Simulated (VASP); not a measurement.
# Na2S (Fm-3m) in VASP: a series of runs, part 2 of 3

VASP 6.6.1. The steps go on from the part before.

## (4) Relaxation of cell and atoms, PBE, target pressure 10 GPa, at which the enthalpy is minimised

This run uses another cell than the first one, of 23.39 Å³/atom.

The input, INCAR:

```
SYSTEM = Na2S
PREC = Accurate ; ENCUT = 500
EDIFF = 1E-7 ; ISMEAR = 0
SIGMA = 0.01 ; LREAL = .False.
LASPH = .True. ; NELM = 120
ALGO = Normal ; ISIF = 3
LWAVE = .False. ; LCHARG = .False.
GGA = PE ; IBRION = 2
NSW = 60 ; EDIFFG = -0.005
PSTRESS = 100.0 ; GGA_COMPAT = .False.
NELMIN = 4
```

The input, KPOINTS:

```
regular mesh
0
Gamma
  6 6 6
  0 0 0
```

The input, POSCAR:

```
Na2S
1.0
    0.0000000000      3.2735000000      3.2735000000
    3.2735000000      0.0000000000      3.2735000000
    3.2735000000      3.2735000000      0.0000000000
Na S
2 1
Direct
    0.2500000000      0.2500000000      0.2500000000
    0.7500000000      0.7500000000      0.7500000000
    0.0000000000      0.0000000000      0.0000000000
```

Potentials or basis: VASP PAW PBE potentials, release 64 (Na_pv, S).

The run is started by

```bash
> cat potpaw_PBE.64/Na_pv/POTCAR potpaw_PBE.64/S/POTCAR > POTCAR
> mpirun -np 1 vasp_std > vasp.out
```

OUTCAR:

```text
SYSTEM = Na2S
   PREC = Accurate
   ENCUT = 500
   EDIFF = 1E-7
   ISMEAR = 0
   LREAL = .False.
   LASPH = .True.
   NELM = 120
   ISIF = 3
   GGA = PE
   IBRION = 2
   NSW = 60
   EDIFFG = -0.005
   PSTRESS = 100.0
   NELMIN = 4

 ion  position               nearest neighbor table
   1  0.250  0.250  0.250-
   2  0.750  0.750  0.750-
   3  0.000  0.000  0.000-

  LATTYP: Found a face centered cubic cell.
 ALAT       =     6.5470000000

  Lattice vectors:

 A1 = (   0.0000000000,   3.2735000000,   3.2735000000)
 A2 = (   3.2735000000,   0.0000000000,   3.2735000000)
 A3 = (   3.2735000000,   3.2735000000,   0.0000000000)

Analysis of symmetry for initial positions (statically):
=====================================================================
 Subroutine PRICEL returns:
 Original cell was already a primitive cell.

 Routine SETGRP: Setting up the symmetry group for a
 face centered cubic supercell.

 Subroutine GETGRP returns: Found 48 space group operations
 (whereof 48 operations were pure point group operations)
 out of a pool of 48 trial point group operations.

The static configuration has the point symmetry O_h .

Analysis of symmetry for dynamics (positions and initial velocities):
=====================================================================
 Subroutine PRICEL returns:
 Original cell was already a primitive cell.

 Routine SETGRP: Setting up the symmetry group for a
 face centered cubic supercell.

 Subroutine GETGRP returns: Found 48 space group operations
 (whereof 48 operations were pure point group operations)
 out of a pool of 48 trial point group operations.

The dynamic configuration has the point symmetry O_h .

 Subroutine INISYM returns: Found 48 space group operations
 (whereof 48 operations are pure point group operations),
 and found     1 'primitive' translations

----------------------------------------------------------------------------------------

                                     Primitive cell

  volume of cell :      70.1564

  direct lattice vectors                    reciprocal lattice vectors
     0.000000000  3.273500000  3.273500000    -0.152741714  0.152741714  0.152741714
     3.273500000  0.000000000  3.273500000     0.152741714 -0.152741714  0.152741714
     3.273500000  3.273500000  0.000000000     0.152741714  0.152741714 -0.152741714

  length of vectors
     4.629428096  4.629428096  4.629428096     0.264556409  0.264556409  0.264556409

  position of ions in fractional coordinates (direct lattice)
     0.250000000  0.250000000  0.250000000
     0.750000000  0.750000000  0.750000000
     0.000000000  0.000000000  0.000000000

  ion indices of the primitive-cell ions
   primitive index   ion index
                 1           1
                 2           2
                 3           3

----------------------------------------------------------------------------------------

 KPOINTS: regular mesh

Automatic generation of k-mesh.
 Grid dimensions read from file:
 generate k-points for:    6    6    6

 Generating k-lattice:

  Cartesian coordinates                     Fractional coordinates (reciprocal lattice)
    -0.025456952  0.025456952  0.025456952     0.166666667  0.000000000  0.000000000
     0.025456952 -0.025456952  0.025456952     0.000000000  0.166666667  0.000000000
     0.025456952  0.025456952 -0.025456952     0.000000000  0.000000000  0.166666667

  Length of vectors
     0.044092735  0.044092735  0.044092735

  Shift w.r.t. Gamma in fractional coordinates (k-lattice)
     0.000000000  0.000000000  0.000000000

 Subroutine IBZKPT returns following result:
 ===========================================

 Found     16 irreducible k-points:

 Following reciprocal coordinates:
            Coordinates               Weight
  0.000000  0.000000  0.000000      1.000000
  0.166667  0.000000  0.000000      8.000000
  0.333333  0.000000  0.000000      8.000000
  0.500000  0.000000  0.000000      4.000000
  0.166667  0.166667  0.000000      6.000000
  0.333333  0.166667  0.000000     24.000000
[... 8 lines left out ...]
 -0.333333  0.333333  0.166667     24.000000
 -0.333333  0.500000  0.166667     12.000000
   k-points           NKPTS =     16   k-points in BZ     NKDIM =     16   number of bands    NBANDS=     14
   number of dos      NEDOS =    301   number of ions     NIONS =      3
   total plane-waves  NPLWV =  46656
   dimension x,y,z NGX =    36 NGY =   36 NGZ =   36
   dimension x,y,z NGXF=    72 NGYF=   72 NGZF=   72
   ions per type =               2   1
   NGX,Y,Z   is equivalent  to a cutoff of  12.93, 12.93, 12.93 a.u.
   NGXF,Y,Z  is equivalent  to a cutoff of  25.86, 25.86, 25.86 a.u.
 SYSTEM =  Na2S
   PREC   = accura    normal or accurate (medium, high low for compatibility)
   ISTART =      0    job   : 0-new  1-cont  2-samecut
   ICHARG =      2    charge: 1-file 2-atom 10-const
   ISPIN  =      1    spin polarized calculation?
   LNONCOLLINEAR =      F non collinear calculations
   LSORBIT =      F    spin-orbit coupling
   LASPH  =      T    aspherical Exc in radial PAW
   ENCUT  =  500.0 eV  36.75 Ry    6.06 a.u.   8.44  8.44  8.44*2*pi/ulx,y,z
   NELM   =    120;   NELMIN=  4; NELMDL= -5     # of ELM steps
   EDIFF  = 0.1E-06   stopping-criterion for ELM
   LREAL  =      F    real-space projection
   EDIFFG = -.5E-02   stopping-criterion for IOM
   NSW    =     60    number of steps for IOM
   IBRION =      2    ionic relax: 0-MD 1-quasi-New 2-CG
   NFREE  =      1    steps in history (QN), initial steepest desc. (CG)
   ISIF   =      3    stress and relaxation
   ISYM   =      2    0-nonsym 1-usesym 2-fastsym
   POTIM  = 0.5000    time-step for ionic-motion
   TEBEG  =    0.0;   TEEND  =   0.0 temperature during run
   PSTRESS=  100.0 pullay stress
   NELECT =      20.0000    total number of electrons
   NUPDOWN=      -1.0000    fix difference up-down
   EMIN   =  10.00;   EMAX   =-10.00  energy-range for DOS
   EFERMI =   0.00;   METHOD = LEGACY
   ISMEAR =     0;   SIGMA  =   0.01  broadening in eV -4-tet -1-fermi 0-gaus
   EFERMI_NEDOS =   21; number of points for ismear=-14 and -15
   IALGO  =     38    algorithm
   IMIX   =      4    mixing-type and parameters
     AMIX     =   0.40;   BMIX     =  1.00
     AMIX_MAG =   1.60;   BMIX_MAG =  1.00
  volume/ion in A,a.u.               =      23.39       157.81
  Fermi-wavevector in a.u.,A,eV,Ry     =   1.077447  2.036079 15.794888  1.160892
  Thomas-Fermi vector in A             =   2.213359
   LORBIT       =      0    0 simple, 1 ext, 2 COOP (PROOUT), +10 PAW based schemes
   GGA     = PE    functional components
   LHFCALC =     F    Hartree Fock is set to
   AEXX    =    0.0000 exact exchange contribution
   IVDW    =     0    specifies the selected vdW correction
   LEPSILON=     F    determine dielectric tensor
   LRPA    =     F    only Hartree local field effects (RPA)
 conjugate gradient relaxation of ions
 non-spin polarized calculation
 Gauss-broadening in eV      SIGMA  =   0.01
  energy-cutoff  :      500.00
  volume of cell :       70.16
 maximum number of plane-waves:      1807
 NGX is ok and might be reduce to    36
   NGX = 17   NGY = 17   NGZ = 17

--------------------------------------- Ionic step        1  -------------------------------------------

 number of electron      19.9999989 magnetization

 Free energy of the ion-electron system (eV)
  ---------------------------------------------------
  ext. energy  EPLUGINS =         0.00000000
  ---------------------------------------------------
  free energy    TOTEN  =        -9.97529129 eV

  energy without entropy =       -9.97529129  energy(sigma->0) =       -9.97529129

------------------------ aborting loop because EDIFF is reached ----------------------------------------

  FORCE on cell =-STRESS in cart. coord.  units (eV):
  Direction    XX          YY          ZZ          XY          YZ          ZX
  --------------------------------------------------------------------------------------
  -------------------------------------------------------------------------------------
  Total        0.1218688      0.1218688      0.1218688      0.0000000      0.0000000      0.0000000
  in kB        2.7831477      2.7831477      2.7831477      0.0000000      0.0000000      0.0000000
  external PRESSURE =     -97.2168523 kB  Pullay stress =     100.0000000 kB
[... 63 lines left out ...]
  enthalpy is  TOTEN    =        -6.0670696824 eV   P V=        3.5397073394

--------------------------------------- Ionic step        3  -------------------------------------------

 number of electron      19.9999990 magnetization

 Free energy of the ion-electron system (eV)
  ---------------------------------------------------
  ext. energy  EPLUGINS =         0.00000000
  ---------------------------------------------------
  free energy    TOTEN  =        -9.61797162 eV

  energy without entropy =       -9.61797162  energy(sigma->0) =       -9.61797162

 E-fermi :   1.3279     XC(G=0):  -8.6330

 val. band max:        1.1992807563   @ k =   0.0000   0.0000   0.0000
 cond. band min:       4.4417845234   @ k =   0.0000   0.0000   0.0000
 fundamental gap:      3.2425037671
 Fermi energy:         1.3278863405

 k-point     1 :       0.0000    0.0000    0.0000
  band No.  band energies     occupation
      1     -20.6710      2.00000
      2     -20.6710      2.00000
      3     -20.6710      2.00000
      4     -20.5694      2.00000
      5     -20.5694      2.00000
      6     -20.5694      2.00000
      7      -9.2790      2.00000
      8       1.1993      2.00000
      9       1.1993      2.00000
     10       1.1993      2.00000
     11       4.4418      0.00000
     12       9.6735      0.00000
     13       9.6735      0.00000
     14       9.6735      0.00000
[... 283 lines left out ...]
  FREE ENERGIE OF THE ION-ELECTRON SYSTEM (eV)
  ---------------------------------------------------
  free  energy   TOTEN  =        -9.6179716183 eV

  energy  without entropy=       -9.6179716183  energy(sigma->0) =       -9.61797162

  enthalpy is  TOTEN    =        -6.0671558046 eV   P V=        3.5508158137

 reached required accuracy - stopping structural energy minimisation
```

OSZICAR:

```text
N       E                     dE             d eps       ncg     rms          rms(c)
DAV:   1     0.142476038411E+03    0.14248E+03   -0.10451E+04   448   0.143E+03
DAV:   2     0.694504574601E+00   -0.14178E+03   -0.13845E+03   484   0.368E+02
DAV:   3    -0.106312609746E+02   -0.11326E+02   -0.11276E+02   562   0.996E+01
[... 26 lines left out ...]
DAV:   3    -0.961799533671E+01    0.20748E-03   -0.38294E-04   532   0.293E-01    0.469E-02
DAV:   4    -0.961797866388E+01    0.16673E-04   -0.12355E-05   454   0.393E-02    0.262E-02
DAV:   5    -0.961797190748E+01    0.67564E-05   -0.66237E-07   588   0.131E-02    0.723E-03
DAV:   6    -0.961797171616E+01    0.19132E-06   -0.82771E-08   236   0.563E-03    0.347E-03
DAV:   7    -0.961797161831E+01    0.97854E-07   -0.34703E-08   248   0.235E-03
   3 F= -.60671558E+01 E0= -.60671558E+01  d E =-.470678E+00
```

CONTCAR:

```text
Na2S
   1.00000000000000
     0.0000000000000000    3.0525977330353471    3.0525977330353471
     3.0525977330353471    0.0000000000000000    3.0525977330353471
     3.0525977330353471    3.0525977330353471    0.0000000000000000
  Na              S
     2     1
Direct
     0.2500000000000000    0.2500000000000000    0.2500000000000000
     0.7500000000000000    0.7500000000000000    0.7500000000000000
     0.0000000000000000    0.0000000000000000    0.0000000000000000

  0.00000000E+00  0.00000000E+00  0.00000000E+00
  0.00000000E+00  0.00000000E+00  0.00000000E+00
  0.00000000E+00  0.00000000E+00  0.00000000E+00
```

Wall time 55 s (1 thread of Intel Xeon 8259CL, shared host); peak memory 0.2 GiB.

What came out:

```
Free energy                                                : -9.6180 eV
Relaxed volume                                             : 18.96 Å³/atom
Relaxed cell                                               : a = 4.317 Å, b = 4.317 Å, c = 4.317 Å, α = 60.00°, β = 60.00°, γ = 60.00°
Space group after relaxing (to 0.1 Å)                      : Fm-3m (No. 225)
Energy change on relaxing (the run minimises the enthalpy) : +119.1 meV/atom
Ionic steps                                                : 3
Pressure after relaxing                                    : 10.0 GPa
Band gap on the k mesh                                     : 3.24 eV
```

The path:
```
step  energy change (eV)  largest force (eV/Å)  pressure (GPa)  volume (Å³)
   1              0.0000                0.0000            0.28        70.16
   2              0.3685                0.0000           10.22        56.71
   3              0.3573                0.0000            9.98        56.89
```

Final structure:
```yaml
crystal:
  lattice:
    - [0.00000, 3.05260, 3.05260]
    - [3.05260, 0.00000, 3.05260]
    - [3.05260, 3.05260, 0.00000]
  atoms:
    - { symbol: Na, position: [0.25000, 0.25000, 0.25000] }
    - { symbol: Na, position: [0.75000, 0.75000, 0.75000] }
    - { symbol: S, position: [0.00000, 0.00000, 0.00000] }
```

Caveat: the cell is relaxed towards a set pressure, so the run minimises the enthalpy, not the energy; the volume moved by over 15 % at a fixed basis, so the end points are rough.

[end of part 2 of 3]
